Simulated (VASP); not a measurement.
# Yb3InC (Pm-3m) in VASP: notebook, part 2 of 2

VASP 6.6.1. The steps go on from the part before.

## Step 3: Single point, PBE, collinear spin, ferromagnetic start

This run uses another cell than the first one, of 27.00 Å³/atom.

INCAR reads:

```
SYSTEM = Yb3InC
ALGO = Normal
EDIFF = 1E-6
ENCUT = 520
GGA = PE
ISIF = 2
ISMEAR = -1
ISPIN = 2
LASPH = .TRUE.
LCHARG = .FALSE.
LMAXMIX = 6
LORBIT = 11
LREAL = .FALSE.
LWAVE = .FALSE.
MAGMOM = 1 1 1 0 0
NBANDS = 56
NELM = 150
PREC = Accurate
SIGMA = 0.05
```

KPOINTS reads:

```
k-points
0
G
  5 5 5
  0 0 0
```

POSCAR reads:

```
Yb3InC
1.0
    5.1298763119      0.0000000000      0.0000000000
    0.0000000000      5.1298763119      0.0000000000
    0.0000000000      0.0000000000      5.1298763119
Yb In C
3 1 1
Direct
    0.0000000000      0.5000000000      0.5000000000
    0.5000000000      0.5000000000      0.0000000000
    0.5000000000      0.0000000000      0.5000000000
    0.0000000000      0.0000000000      0.0000000000
    0.5000000000      0.5000000000      0.5000000000
```

Potentials or basis: VASP PAW PBE potentials, release 64 (Yb, In_d, C).

The run is started by

```
cat potpaw_PBE.64/Yb/POTCAR potpaw_PBE.64/In_d/POTCAR potpaw_PBE.64/C/POTCAR > POTCAR
mpirun -np 1 vasp_std > vasp.out
```

Wall time 9.1 min (1 thread of Intel Xeon Platinum 8488C (Sapphire Rapids), shared host); peak memory 0.38 GiB.

The run converged. Its results:

```yaml
Free_energy: -23.2504 eV
Pressure: -5.5 GPa
Net_moment: 0.04 μB per cell
Valence_electrons_inside_the_program's_atomic_spheres: Yb 22.05; In 11.35; C 2.23
```

Levels at points of the mesh, in eV from the Fermi level:
Spin up:
```csv
k point,band 42,band 43,band 44,band 45,band 46,band 47
"(0.00, 0.00, 0.00)",0.04,0.04,0.14,0.14,1.22,1.22
```
Spin down:
```
           k point  band 42  band 43  band 44  band 45  band 46  band 47
(0.00, 0.00, 0.00)     0.04     0.04     0.14     0.14     1.22     1.22
```

Caveat: the cell stands under tension; spin-orbit coupling is left out, which moves the levels of the heavy elements.

## Step 4: Single point, PBE, collinear spin, ferromagnetic start

This run uses another cell than the first one, of 27.52 Å³/atom.

INCAR reads:

```
PREC = Accurate
ENCUT = 520
EDIFF = 1E-6
ISMEAR = -1
SIGMA = 0.05
LREAL = F
LASPH = T
NELM = 150
ALGO = Normal
ISIF = 2
LWAVE = F
LCHARG = F
ISPIN = 2
MAGMOM = 1 1 1 0 0
LORBIT = 11
LMAXMIX = 6
GGA = PE
NBANDS = 56
```

KPOINTS reads:

```
regular mesh
0
Gamma
  5 5 5
```

Changes to POSCAR since step 3:

```diff
@@ -2,5 +2,5 @@
 1.0
-    5.1298763119      0.0000000000      0.0000000000
-    0.0000000000      5.1298763119      0.0000000000
-    0.0000000000      0.0000000000      5.1298763119
+    5.1625515643      0.0000000000      0.0000000000
+    0.0000000000      5.1625515643      0.0000000000
+    0.0000000000      0.0000000000      5.1625515643
 Yb In C
```

Potentials or basis: VASP PAW PBE potentials, release 64 (Yb, In_d, C).

The run is started by

```
cat potpaw_PBE.64/Yb/POTCAR potpaw_PBE.64/In_d/POTCAR potpaw_PBE.64/C/POTCAR > POTCAR
mpirun -np 1 vasp_std > vasp.out
```

OUTCAR:

```text
PREC = Accurate
   ENCUT = 520
   EDIFF = 1E-6
   ISMEAR = -1
   LREAL = F
   LASPH = T
   NELM = 150
   ISIF = 2
   ISPIN = 2
   LORBIT = 11
   GGA = PE

 ion  position               nearest neighbor table
   1  0.000  0.500  0.500-   5 2.58   5 2.58   4 3.65   2 3.65   2 3.65   4 3.65   3 3.65   4 3.65
                             4 3.65   2 3.65   3 3.65   3 3.65   2 3.65   3 3.65
   2  0.500  0.500  0.000-   5 2.58   5 2.58   4 3.65   1 3.65   1 3.65   3 3.65   3 3.65   3 3.65
                             4 3.65   3 3.65   1 3.65   4 3.65   1 3.65   4 3.65
   3  0.500  0.000  0.500-   5 2.58   5 2.58   4 3.65   1 3.65   2 3.65   4 3.65   1 3.65   2 3.65
                             2 3.65   2 3.65   1 3.65   4 3.65   4 3.65   1 3.65
   4  0.000  0.000  0.000-   1 3.65   2 3.65   3 3.65   1 3.65   3 3.65   1 3.65   2 3.65   1 3.65
[... 1404 lines left out ...]
      0.00000      2.58128      2.58128         0.000000      0.000000      0.000000
      2.58128      2.58128      0.00000         0.000000      0.000000      0.000000
      2.58128      0.00000      2.58128         0.000000      0.000000      0.000000
      0.00000      0.00000      0.00000         0.000000      0.000000      0.000000
      2.58128      2.58128      2.58128         0.000000      0.000000      0.000000
 -----------------------------------------------------------------------------------
    total drift:                               -0.000000     -0.000000     -0.000000

  FREE ENERGIE OF THE ION-ELECTRON SYSTEM (eV)
  ---------------------------------------------------
  free  energy   TOTEN  =       -23.1642009299 eV

  energy  without entropy=      -23.0540120218  energy(sigma->0) =      -23.10910648

 total charge

# of ion       s       p       d       f       tot
--------------------------------------------------
    1        2.157   6.032   0.331  13.521  22.040
    2        2.157   6.032   0.331  13.521  22.040
    3        2.157   6.032   0.331  13.521  22.040
    4        0.909   0.622   9.812   0.000  11.343
    5        0.886   1.336   0.000   0.000   2.222
--------------------------------------------------
tot          8.266  20.054  10.804  40.562  79.686

 magnetization (x)

# of ion       s       p       d       f       tot
--------------------------------------------------
    1       -0.000   0.000   0.000   0.008   0.009
    2       -0.000   0.000   0.000   0.008   0.009
    3       -0.000   0.000   0.000   0.008   0.009
    4       -0.000   0.001  -0.000   0.000   0.001
    5        0.000   0.002   0.000   0.000   0.002
--------------------------------------------------
tot         -0.000   0.004   0.001   0.025   0.030
```

OSZICAR:

```text
N       E                     dE             d eps       ncg     rms          rms(c)
DAV:   1     0.939859490294E+03    0.93986E+03   -0.27682E+04  3552   0.101E+04
DAV:   2     0.220101873590E+03   -0.71976E+03   -0.66636E+03  3808   0.159E+03
DAV:   3     0.208584014816E+02   -0.19924E+03   -0.19393E+03  3144   0.393E+02
[... 41 lines left out ...]
DAV:  45    -0.231641883399E+02   -0.30170E-05   -0.52136E-06  2208   0.648E-02    0.202E-01
DAV:  46    -0.231641933146E+02   -0.49747E-05   -0.48575E-06  2144   0.103E-01    0.114E-01
DAV:  47    -0.231641958858E+02   -0.25712E-05   -0.53457E-06  2112   0.909E-02    0.571E-02
DAV:  48    -0.231641982460E+02   -0.23601E-05   -0.69719E-06  2448   0.708E-02    0.325E-02
DAV:  49    -0.231642003507E+02   -0.21048E-05   -0.58982E-06  2336   0.488E-02    0.286E-02
DAV:  50    -0.231642009299E+02   -0.57920E-06   -0.33448E-06  2032   0.199E-02
   1 F= -.23164201E+02 E0= -.23109106E+02  d E =-.110189E+00  mag=     0.0321
```

It took 9.6 min on 1 thread of Intel Xeon Platinum 8488C (Sapphire Rapids), shared host; peak memory 0.37 GiB.

Results:

```
Free energy                                           : -23.1642 eV
Pressure                                              : -5.2 GPa
Net moment                                            : 0.04 μB per cell
Valence electrons inside the program's atomic spheres : Yb 22.04; In 11.34; C 2.22
```

Caveat: the cell stands under tension; spin-orbit coupling is left out, which moves the levels of the heavy elements.

## Step 5: Overview

| cell | gap on the mesh (eV) | pressure (GPa) | moment (μB) |
| --- | --- | --- | --- |
| a = 5.097 Å, 5 atoms | none | -5.0 | 0.31 |
| a = 5.130 Å, 5 atoms | none | -5.5 | 0.04 |
| a = 5.163 Å, 5 atoms | none | -5.2 | 0.04 |

Alike in all rows: task single point; level PBE; potentials or basis VASP PAW PBE potentials, release 64 (Yb, In_d, C); spin collinear, ferromagnetic start; k mesh 5 × 5 × 5; cutoff (eV) 520; smearing fermi-dirac 0.05 eV.

Caveats: the cell stands under tension; spin-orbit coupling is left out, which moves the levels of the heavy elements.

Total energies depend on the potentials used, so only differences within one code and one set of settings carry meaning.
